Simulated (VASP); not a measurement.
# MgAl15N16 (a cell with a defect) in VASP: further runs

The runs below take MgAl15N16 (a cell with a defect) through single point, relaxation of the atoms, with PBE.

Program: VASP 6.6.1. These are calculated values, not measurements. Logs are shortened: lines on timing, memory, paths and dates and some standing lists are left out, and cuts for length are marked.

**1. The cell of the first run**

The cell holds a defect, 32 atoms: a = 6.260 Å, b = 6.260 Å, c = 10.035 Å, α = 90.00°, β = 90.00°, γ = 120.00°.

**2. Single point, PBE**

INCAR reads:

```
PREC = Accurate
ENCUT = 520
EDIFF = 1E-6
ISMEAR = -1
SIGMA = 0.01
LREAL = Auto
LASPH = T
NELM = 120
ALGO = Normal
ISIF = 2
LWAVE = F
LCHARG = F
GGA = PE
NBANDS = 86
NELECT = 126.0
GGA_COMPAT = F
ISYM = -1
```

KPOINTS reads:

```
explicit points
4
Reciprocal
  0.25000000   0.25000000   0.25000000 2
  0.25000000   0.25000000   0.75000000 2
  0.25000000   0.75000000   0.25000000 2
  0.25000000   0.75000000   0.75000000 2
```

POSCAR reads:

```
MgAl15N16
1.0
    6.2595139128      0.0000000578      0.0000000000
   -3.1297570064      5.4208980350      0.0000000000
    0.0000000000      0.0000000000     10.0348065929
Al Mg N
15 1 16
Direct
    0.3339688678      0.1613248519      0.2460109775
    0.3387706511      0.1664625223      0.7509642650
    0.1665058369      0.3332580194      0.9990416958
    0.3314153516      0.6641310075      0.2479988336
    0.1628707382      0.8310543758      0.5014855502
    0.3385266597      0.6726274748      0.7504758787
    0.1632152244      0.8310287300      0.9986474769
    0.8282225507      0.1631169818      0.2479700400
    0.6714065242      0.3392576784      0.5013371202
    0.8336562098      0.1677996252      0.7508479320
    0.6674243331      0.3369284503      0.9986152425
    0.8320670613      0.6654441960      0.2489027603
    0.6645667677      0.8384877773      0.4988601496
    0.8346704100      0.6700347011      0.7498358115
    0.6663832180      0.8335907994      0.9999020246
    0.1637677312      0.3322013983      0.4976480422
    0.3461047376      0.1565562787      0.4352909197
    0.1660481260      0.3274839048      0.1910284336
    0.3319847760      0.1675962647      0.9422379368
    0.1743197865      0.3355160479      0.7048099009
    0.3380014731      0.6871137485      0.4361549745
    0.1651796608      0.8275940245      0.1875823868
    0.3321242125      0.6679966898      0.9417107048
    0.1699762389      0.8342104202      0.6914845381
    0.8130798086      0.1622149595      0.4341907691
    0.6680586261      0.3324817238      0.1873249685
    0.8321599241      0.1693203114      0.9419467640
    0.6721496009      0.3359781859      0.6912708352
    0.8310562523      0.6708425893      0.4399439432
    0.6655471723      0.8282780485      0.1890220373
    0.8312492815      0.6696328356      0.9392638392
    0.6709842541      0.8364629490      0.6899961599
```

Potentials or basis: VASP PAW PBE potentials, release 64 (Al, Mg, N).

Command:

```
cat potpaw_PBE.64/Al/POTCAR potpaw_PBE.64/Mg/POTCAR potpaw_PBE.64/N/POTCAR > POTCAR
mpirun -np 1 vasp_std > vasp.out
```

OUTCAR:

```text
PREC = Accurate
   ENCUT = 520
   EDIFF = 1E-6
   ISMEAR = -1
   LREAL = Auto
   LASPH = T
   NELM = 120
   ISIF = 2
   GGA = PE
   NELECT = 126.0
   ISYM = -1

 ion  position               nearest neighbor table
   1  0.334  0.161  0.246-  18 1.89  17 1.90  22 1.90  26 1.90   7 3.06  11 3.07   3 3.09   8 3.09
                             4 3.10  12 3.12   5 3.13  16 3.13  12 3.14   9 3.15   4 3.16   8 3.17
   2  0.339  0.166  0.751-  20 1.87  24 1.90  28 1.90  19 1.92  11 3.06   7 3.08   9 3.09   6 3.09
                            10 3.09   3 3.09   5 3.09  14 3.13  14 3.13  16 3.14  10 3.17   6 3.17
   3  0.167  0.333  0.999-  19 1.88  27 1.90  23 1.90  18 1.93   4 3.08  10 3.08   1 3.09   2 3.09
                             8 3.10   6 3.10  11 3.12   7 3.13  15 3.13  15 3.13   7 3.13  11 3.14
   4  0.331  0.664  0.248-  22 1.89  21 1.89  30 1.91  18 1.91   3 3.08  15 3.08  16 3.08   7 3.09
                            13 3.10   1 3.10   8 3.12   5 3.13  12 3.13  12 3.13   8 3.14   1 3.16
   5  0.163  0.831  0.501-  21 1.85  17 1.89  29 1.90  24 1.91  14 3.06   9 3.08   6 3.09   2 3.09
                            12 3.10  13 3.12  16 3.13   4 3.13   1 3.13  16 3.13  13 3.14   9 3.18
   6  0.339  0.673  0.750-  20 1.88  24 1.89  32 1.90  23 1.92  15 3.07   7 3.08  13 3.08   5 3.09
                             2 3.09   3 3.10  10 3.10  14 3.11  16 3.14  14 3.15  10 3.16   2 3.17
   7  0.163  0.831  0.999-  23 1.89  31 1.90  22 1.90  19 1.91   1 3.06  14 3.07   6 3.08   2 3.08
                            12 3.09   4 3.09  11 3.10  15 3.12   3 3.13   3 3.13  15 3.14  11 3.16
   8  0.828  0.163  0.248-  25 1.87  26 1.89  30 1.91  18 1.92  15 3.06  13 3.07   1 3.09  11 3.09
                            16 3.10   3 3.10   4 3.12   9 3.12  12 3.13  12 3.13   4 3.14   1 3.17
   9  0.671  0.339  0.501-  25 1.86  17 1.89  29 1.90  28 1.91  14 3.07   5 3.08   2 3.09  10 3.09
                            12 3.09  16 3.10  13 3.11   8 3.12  13 3.15   1 3.15  16 3.16   5 3.18
  10  0.834  0.168  0.751-  28 1.88  32 1.90  20 1.90  27 1.92   3 3.08  11 3.08  15 3.09   9 3.09
                             2 3.09  13 3.10   6 3.10  16 3.11  14 3.12  14 3.14   6 3.16   2 3.17
  11  0.667  0.337  0.999-  27 1.89  26 1.89  31 1.90  19 1.90   2 3.06   1 3.07  12 3.08  10 3.08
                            14 3.08   8 3.09   7 3.10  15 3.11   3 3.12   3 3.14  15 3.15   7 3.16
  12  0.832  0.665  0.249-  30 1.88  26 1.91  22 1.91  29 1.92  11 3.08  15 3.09   7 3.09   9 3.09
                             5 3.10  13 3.11   1 3.12   8 3.13   4 3.13   4 3.13   8 3.13   1 3.14
  13  0.665  0.838  0.499-  25 1.87  21 1.88  29 1.91  32 1.92   8 3.07   6 3.08  10 3.10   4 3.10
                            16 3.11   9 3.11  12 3.11  14 3.12   5 3.12   5 3.14   9 3.15  16 3.15
  14  0.835  0.670  0.750-  32 1.89  31 1.90  28 1.90  24 1.91   5 3.06   7 3.07   9 3.07  11 3.08
                            15 3.09   6 3.11  13 3.12  10 3.12   2 3.13   2 3.13  10 3.14   6 3.15
  15  0.666  0.834  1.000-  31 1.88  30 1.90  23 1.90  27 1.91   8 3.06   6 3.07   4 3.08  12 3.09
                            10 3.09  14 3.09  11 3.11   7 3.12   3 3.13   3 3.13   7 3.14  11 3.15
  16  0.164  0.332  0.498-  25 2.01  21 2.02  17 2.04  20 2.08   4 3.08   8 3.10   9 3.10  10 3.11
                            13 3.11   5 3.13   1 3.13   5 3.13   6 3.14   2 3.14  13 3.15   9 3.16
  17  0.346  0.157  0.435-   9 1.89   5 1.89   1 1.90  16 2.04
  18  0.166  0.327  0.191-   1 1.89   4 1.91   8 1.92   3 1.93
  19  0.332  0.168  0.942-   3 1.88  11 1.90   7 1.91   2 1.92
  20  0.174  0.336  0.705-   2 1.87   6 1.88  10 1.90  16 2.08
  21  0.338  0.687  0.436-   5 1.85  13 1.88   4 1.89  16 2.02
  22  0.165  0.828  0.188-   4 1.89   7 1.90   1 1.90  12 1.91
[... 8 lines left out ...]
  31  0.831  0.670  0.939-  15 1.88   7 1.90  11 1.90  14 1.90
  32  0.671  0.836  0.690-  14 1.89  10 1.90   6 1.90  13 1.92

IMPORTANT INFORMATION: All symmetrisations will be switched off!
NOSYMM: (Re-)initialisation of all symmetry stuff for point group C_1.

----------------------------------------------------------------------------------------

                                     Primitive cell

  volume of cell :     340.5029

  direct lattice vectors                    reciprocal lattice vectors
     6.259513913  0.000000058  0.000000000     0.159756813  0.092235641  0.000000000
    -3.129757006  5.420898035  0.000000000    -0.000000002  0.184471279  0.000000000
     0.000000000  0.000000000 10.034806593     0.000000000  0.000000000  0.099653141

  length of vectors
     6.259513913  6.259513913 10.034806593     0.184471279  0.184471279  0.099653141

  position of ions in fractional coordinates (direct lattice)
     0.333968868  0.161324852  0.246010977
     0.338770651  0.166462522  0.750964265
     0.166505837  0.333258019  0.999041696
     0.331415352  0.664131008  0.247998834
     0.162870738  0.831054376  0.501485550
[... 59 lines left out ...]
   PSTRESS=    0.0 pullay stress
   NELECT =     126.0000    total number of electrons
   NUPDOWN=      -1.0000    fix difference up-down
   EMIN   =  10.00;   EMAX   =-10.00  energy-range for DOS
   EFERMI =   0.00;   METHOD = LEGACY
   ISMEAR =    -1;   SIGMA  =   0.01  broadening in eV -4-tet -1-fermi 0-gaus
   EFERMI_NEDOS =   21; number of points for ismear=-14 and -15
   IALGO  =     38    algorithm
   IMIX   =      4    mixing-type and parameters
     AMIX     =   0.40;   BMIX     =  1.00
     AMIX_MAG =   1.60;   BMIX_MAG =  1.00
  volume/ion in A,a.u.               =      10.64        71.81
  Fermi-wavevector in a.u.,A,eV,Ry     =   1.175325  2.221043 18.794944  1.381389
  Thomas-Fermi vector in A             =   2.311708
   LORBIT       =      0    0 simple, 1 ext, 2 COOP (PROOUT), +10 PAW based schemes
   GGA     = PE    functional components
   LHFCALC =     F    Hartree Fock is set to
   AEXX    =    0.0000 exact exchange contribution
   IVDW    =     0    specifies the selected vdW correction
   LEPSILON=     F    determine dielectric tensor
   LRPA    =     F    only Hartree local field effects (RPA)
 non-spin polarized calculation
  energy-cutoff  :      520.00
  volume of cell :      340.50
 maximum number of plane-waves:      9165
 NGX is ok and might be reduce to    48
   NGX = 23   NGY = 23   NGZ = 37

 number of electron     125.9999997 magnetization

 Free energy of the ion-electron system (eV)
  ---------------------------------------------------
  ext. energy  EPLUGINS =         0.00000000
  ---------------------------------------------------
  free energy    TOTEN  =      -238.18536427 eV

  energy without entropy =     -238.16965523  energy(sigma->0) =     -238.17750975

 E-fermi :   5.5707     XC(G=0): -10.7643

 val. band max:        5.5630769276   @ k =   0.2500   0.2500   0.7500
 cond. band min:       5.5744873418   @ k =   0.2500   0.2500   0.2500
 fundamental gap:      0.0114104142
 Fermi energy:         5.5707427421

 k-point     1 :       0.2500    0.2500    0.2500
  band No.  band energies     occupation
      1      -8.7191      2.00000
      2      -8.3212      2.00000
      3      -8.1247      2.00000
      4      -8.0426      2.00000
      5      -7.7881      2.00000
      6      -7.7084      2.00000
[... 67 lines left out ...]
     74      12.6022      0.00000
     75      12.8542      0.00000

 k-point     2 :       0.2500    0.2500    0.7500
  band No.  band energies     occupation
      1      -8.7189      2.00000
      2      -8.3223      2.00000
      3      -8.1247      2.00000
      4      -8.0418      2.00000
      5      -7.7880      2.00000
      6      -7.7044      2.00000
[... 67 lines left out ...]
     74      12.6213      0.00000
     75      12.8411      0.00000

 k-point     3 :       0.2500    0.7500    0.2500
  band No.  band energies     occupation
      1      -9.0686      2.00000
      2      -8.6273      2.00000
      3      -7.9313      2.00000
      4      -7.8182      2.00000
      5      -7.5562      2.00000
      6      -7.4774      2.00000
[... 67 lines left out ...]
     74      12.1617      0.00000
     75      12.2256      0.00000

 k-point     4 :       0.2500    0.7500    0.7500
  band No.  band energies     occupation
      1      -9.0681      2.00000
      2      -8.6292      2.00000
      3      -7.9214      2.00000
      4      -7.8242      2.00000
      5      -7.5504      2.00000
      6      -7.4780      2.00000
[... 67 lines left out ...]
     74      12.0752      0.00000
     75      12.2043      0.00000
 [bands above 75 left out]

------------------------ aborting loop because EDIFF is reached ----------------------------------------

  FORCE on cell =-STRESS in cart. coord.  units (eV):
  Direction    XX          YY          ZZ          XY          YZ          ZX
  --------------------------------------------------------------------------------------
  -------------------------------------------------------------------------------------
  Total       -1.2429552     -3.7203205     -5.3832999     -2.2590360      0.2616864      0.7203774
  in kB       -5.8485094    -17.5053209    -25.3301814    -10.6295009      1.2313199      3.3896107
  external PRESSURE =     -16.2280039 kB  Pullay stress =       0.0000000 kB

 VOLUME and BASIS-vectors are now :
 -----------------------------------------------------------------------------
  energy-cutoff  :      520.00
  volume of cell :      340.50
      direct lattice vectors                 reciprocal lattice vectors
     6.259513913  0.000000058  0.000000000     0.159756813  0.092235641  0.000000000
    -3.129757006  5.420898035  0.000000000    -0.000000002  0.184471279  0.000000000
     0.000000000  0.000000000 10.034806593     0.000000000  0.000000000  0.099653141

 POSITION                                       TOTAL-FORCE (eV/Angst)
 -----------------------------------------------------------------------------------
      1.58558      0.87453      2.46867         0.129697     -0.023690      0.119660
      1.59955      0.90238      7.53578         0.036457      0.005239     -0.016326
     -0.00077      1.80656     10.02519        -0.111864      0.059801     -0.160871
     -0.00407      3.60019      2.48862         0.036122      0.022060     -0.126557
     -1.58151      4.50506      5.03231        -0.102588      0.441216     -0.038987
      0.01385      3.64624      7.53088         0.098105     -0.170196      0.032485
[... 24 lines left out ...]
      3.10743      3.63001      9.42533         0.189025     -0.131959      0.053000
      1.58211      4.53438      6.92398        -0.237917      0.097638     -0.068024
 -----------------------------------------------------------------------------------
    total drift:                               -0.001617     -0.001018      0.016906

  FREE ENERGIE OF THE ION-ELECTRON SYSTEM (eV)
  ---------------------------------------------------
  free  energy   TOTEN  =      -238.1853642726 eV

  energy  without entropy=     -238.1696552257  energy(sigma->0) =     -238.17750975
```

Wall time 3.7 min (1 thread of Intel Xeon Platinum 8488C (Sapphire Rapids), shared host); peak memory 0.45 GiB.

What came out:

```yaml
Free_energy: -238.1854 eV
Largest_force: 0.471 eV/Å
```

Forces in eV/Å, atoms in the order of the input:
```
Al   0.130 -0.024  0.120
Al   0.036  0.005 -0.016
Al  -0.112  0.060 -0.161
Al   0.036  0.022 -0.127
Al  -0.103  0.441 -0.039
Al   0.098 -0.170  0.032
Al  -0.069  0.175 -0.144
Al   0.103  0.000 -0.327
Al  -0.445 -0.142 -0.057
Al   0.269  0.055  0.023
Al  -0.105  0.007 -0.148
Al   0.190 -0.125 -0.134
Al   0.201 -0.245  0.224
Al   0.188 -0.075 -0.028
Al  -0.102  0.090 -0.189
Mg   0.368 -0.045  0.105
N   -0.060 -0.036  0.072
N   -0.220  0.164  0.100
N    0.265 -0.164  0.068
N   -0.348 -0.034  0.030
N    0.280 -0.013 -0.143
N   -0.252  0.097  0.143
N    0.163 -0.055  0.090
N   -0.211  0.043  0.012
N    0.041 -0.184  0.072
N   -0.180  0.129  0.162
N    0.156 -0.173  0.086
N   -0.176  0.063  0.008
N    0.080 -0.026  0.079
N   -0.174  0.194  0.100
N    0.189 -0.132  0.053
N   -0.238  0.098 -0.068
```

Caveat: the cell carries a net charge on a neutralising background, which shifts energy and pressure; the cell is charged against a uniform background, so pressure and absolute levels hang on convention.

**3. Relaxation of the atoms, PBE, collinear spin**

INCAR reads:

```
SYSTEM = MgAl15N16
  PREC = Accurate
  ENCUT = 520
  EDIFF = 1E-7
  ISMEAR = 0
  SIGMA = 0.01
  LREAL = Auto
  LASPH = .TRUE.
  NELM = 200
  ALGO = Normal
  ISIF = 2
  LWAVE = .FALSE.
  LCHARG = .FALSE.
  ISPIN = 2
  MAGMOM = 0 0 0 0 0 0 0 0 0 0 0 0 0 0 0 0.03 0.4 0.05 0.07 0.31 0.24 0.06 0.05 0.01 0.23 0.04 0.06 0.01 0.02 0.02 0.01 0.01
  LORBIT = 11
  NUPDOWN = 2.0
  GGA = PE
  IBRION = 2
  NSW = 100
  EDIFFG = -0.03
  NELECT = 126.0
  GGA_COMPAT = .FALSE.
  NELMIN = 4
  ISYM = -1
```

KPOINTS reads:

```
explicit points
1
Reciprocal
  0.25000000   0.25000000   0.25000000 1
```

POSCAR reads:

```
MgAl15N16
1.0
    6.2595139100      0.0000000600      0.0000000000
   -3.1297570100      5.4208980300      0.0000000000
    0.0000000000      0.0000000000     10.0348065900
Al Mg N
15 1 16
Direct
    0.3333333300      0.1666666700      0.2496176900
    0.3333333300      0.1666666700      0.7496176900
    0.1666666700      0.3333333300      0.9996176900
    0.3333333300      0.6666666700      0.2496176900
    0.1666666700      0.8333333300      0.4996176900
    0.3333333300      0.6666666700      0.7496176900
    0.1666666700      0.8333333300      0.9996176900
    0.8333333300      0.1666666700      0.2496176900
    0.6666666700      0.3333333300      0.4996176900
    0.8333333300      0.1666666700      0.7496176900
    0.6666666700      0.3333333300      0.9996176900
    0.8333333300      0.6666666700      0.2496176900
    0.6666666700      0.8333333300      0.4996176900
    0.8333333300      0.6666666700      0.7496176900
    0.6666666700      0.8333333300      0.9996176900
    0.1666666700      0.3333333300      0.4996176900
    0.3333333300      0.1666666700      0.4403823100
    0.1666666700      0.3333333300      0.1903823100
    0.3333333300      0.1666666700      0.9403823100
    0.1666666700      0.3333333300      0.6903823100
    0.3333333300      0.6666666700      0.4403823100
    0.1666666700      0.8333333300      0.1903823100
    0.3333333300      0.6666666700      0.9403823100
    0.1666666700      0.8333333300      0.6903823100
    0.8333333300      0.1666666700      0.4403823100
    0.6666666700      0.3333333300      0.1903823100
    0.8333333300      0.1666666700      0.9403823100
    0.6666666700      0.3333333300      0.6903823100
    0.8333333300      0.6666666700      0.4403823100
    0.6666666700      0.8333333300      0.1903823100
    0.8333333300      0.6666666700      0.9403823100
    0.6666666700      0.8333333300      0.6903823100
```

Potentials or basis: VASP PAW PBE potentials, release 64 (Al, Mg, N).

Command:

```
cat potpaw_PBE.64/Al/POTCAR potpaw_PBE.64/Mg/POTCAR potpaw_PBE.64/N/POTCAR > POTCAR
mpirun -np 1 vasp_std > vasp.out
```

Wall time 18 min (1 thread of Intel Xeon Platinum 8488C (Sapphire Rapids), shared host); peak memory 0.61 GiB.

The run converged. Its results:

| Property | Result |
| --- | --- |
| Free energy | -241.1239 eV |
| Energy gained by relaxing | 23.4 meV/atom |
| Ionic steps | 12 |
| Largest force after relaxing | 0.026 eV/Å |
| Net moment | 2.00 μB per cell |
| Site moments | Al -0.00, +0.00 (each value once); Mg +0.04; N +0.34, +0.04, +0.07, +0.26, +0.21, +0.05, +0.01, +0.20, +0.06, +0.02 (each value once) μB |
| Valence electrons inside the program's atomic spheres | Al 0.80, 0.79, 0.81 (each value once); Mg 0.45; N 3.76, 3.82, 3.77, 3.80, 3.83, 3.84, 3.81, 3.85 (each value once) |

Forces on the atoms (eV/Å):
```
Al   0.013 -0.010  0.016
Al   0.002 -0.001 -0.003
Al   0.000 -0.007 -0.008
Al   0.004 -0.009  0.018
Al   0.011  0.001  0.007
Al  -0.004  0.002 -0.007
Al  -0.016 -0.009 -0.007
Al   0.004 -0.004  0.009
Al   0.000 -0.001  0.008
Al  -0.002  0.003 -0.003
Al  -0.002  0.019 -0.011
Al   0.005  0.002  0.012
Al  -0.019  0.004  0.004
Al  -0.003  0.009  0.007
Al   0.003 -0.003 -0.015
Mg   0.001 -0.004 -0.012
N    0.011  0.000  0.004
N    0.011 -0.011  0.019
N    0.001  0.000 -0.004
N    0.003 -0.001 -0.013
N   -0.003 -0.003  0.007
N    0.000 -0.012  0.010
N   -0.005  0.008 -0.003
N   -0.005 -0.005 -0.014
N   -0.009  0.006  0.005
N    0.010  0.008  0.014
N   -0.014 -0.005 -0.006
N    0.002  0.014 -0.014
N   -0.005  0.011 -0.006
N    0.013 -0.011  0.019
N   -0.012  0.007 -0.010
N    0.003  0.000 -0.023
```

Step by step:
| step | energy change (eV) | largest force (eV/Å) | pressure (GPa) |
| --- | --- | --- | --- |
| 1 | 0.0000 | 2.6829 | -2.18 |
| 2 | -0.6493 | 0.7757 | -2.03 |
| 3 | -0.6502 | 0.7455 | -2.05 |
| 4 | -0.7235 | 0.2397 | -2.02 |
| 5 | -0.7238 | 0.2458 | -2.02 |
| 6 | -0.7399 | 0.1501 | -2.02 |
| 7 | -0.7399 | 0.1543 | -2.02 |
| 8 | -0.7449 | 0.0581 | -2.01 |
| 9 | -0.7451 | 0.0796 | -2.01 |
| 10 | -0.7470 | 0.0446 | -2.02 |
| 11 | -0.7471 | 0.0420 | -2.02 |
| 12 | -0.7476 | 0.0255 | -2.03 |

Final structure:
```xyz
32
Lattice="6.2595 0.0000 0.0000 -3.1298 5.4209 0.0000 0.0000 0.0000 10.0348" Properties=species:S:1:pos:R:3 pbc="T T T"
Al    1.5903    0.8920    2.4489
Al    1.5924    0.8865    7.5434
Al   -0.0060    1.8101    0.0005
Al    0.0113    3.6199    2.4752
Al   -1.5836    4.4914    5.0465
Al    0.0043    3.6413    7.5483
Al   -1.5756    4.5051   10.0216
Al    4.6830    0.8883    2.4793
Al    3.1455    1.8486    5.0503
Al    4.6720    0.8865    7.5478
Al    3.1257    1.8223   10.0263
Al    3.1306    3.6139    2.4980
Al    1.5544    4.5230    5.0311
Al    3.1255    3.6180    7.5408
Al    1.5696    4.5133    0.0009
Mg   -0.0150    1.8069    4.9858
N     1.6895    0.8439    4.3581
N     0.0147    1.7931    1.9229
N     1.5470    0.9086    9.4490
N     0.0120    1.8014    7.0652
N    -0.0162    3.7353    4.3726
N    -1.5539    4.5028    1.8851
N    -0.0114    3.6221    9.4469
N    -1.5558    4.5093    6.9360
N     4.5707    0.8506    4.3711
N     3.1479    1.8107    1.8837
N     4.6788    0.9122    9.4513
N     3.1421    1.8068    6.9383
N     3.1120    3.6319    4.4145
N     1.5852    4.5038    1.8900
N     3.1142    3.6226    9.4302
N     1.5748    4.5119    6.9335
```

Caveat: the cell carries a net charge on a neutralising background, which shifts energy and pressure; the cell is charged against a uniform background, so pressure and absolute levels hang on convention; the total moment is fixed, so each spin has its own Fermi level and the state may be an excited one.
